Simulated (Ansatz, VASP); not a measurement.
One calculation of SbP5, two programs

```
CELL_PARAMETERS angstrom
2.26831 -3.70914 0.00000
2.26831 3.70914 0.00000
0.00000 0.00000 6.81927
ATOMIC_POSITIONS crystal
Sb 0.00000 0.00000 0.50000
P 0.00000 0.00000 0.00000
P 0.00000 0.50000 0.21798
P 0.50000 0.00000 0.78202
P 0.00000 0.50000 0.78202
P 0.50000 0.00000 0.21798
```

Alike in both runs: functional PBE; k mesh 4 × 4 × 4; occupations gaussian, width 0.1 eV; no spin polarisation.

Ansatz relaxed the structure, and its values are those at the end. VASP's run is a single point on that final structure, the one shown.

|  | VASP | Ansatz |
| --- | --- | --- |
| version | VASP 6.6.1 | Ansatz 0.2.0 |
| potentials or method | VASP PAW PBE potentials, release 64 (Sb, P), cutoff 520 eV | scalar-relativistic, plane waves, PAW |
| valence electrons in the cell | 30 | 40 |

```tsv
	VASP	Ansatz	Ansatz less VASP
gap on the k mesh at the Fermi level (eV)	none	none	-
pressure (GPa)	-0.1	0.1	+0.20
```

A gap of «none» marks a metal or a gap that the smearing closes. The functional is the same, so the differences come from potentials, cutoffs and numerics. VASP's potentials hold 30 valence electrons a cell and Ansatz's 40, so a difference there can come from the potentials and not from the codes.

The k mesh is coarse, so the values compare programs but aren't converged. Neither program's run includes spin-orbit coupling.
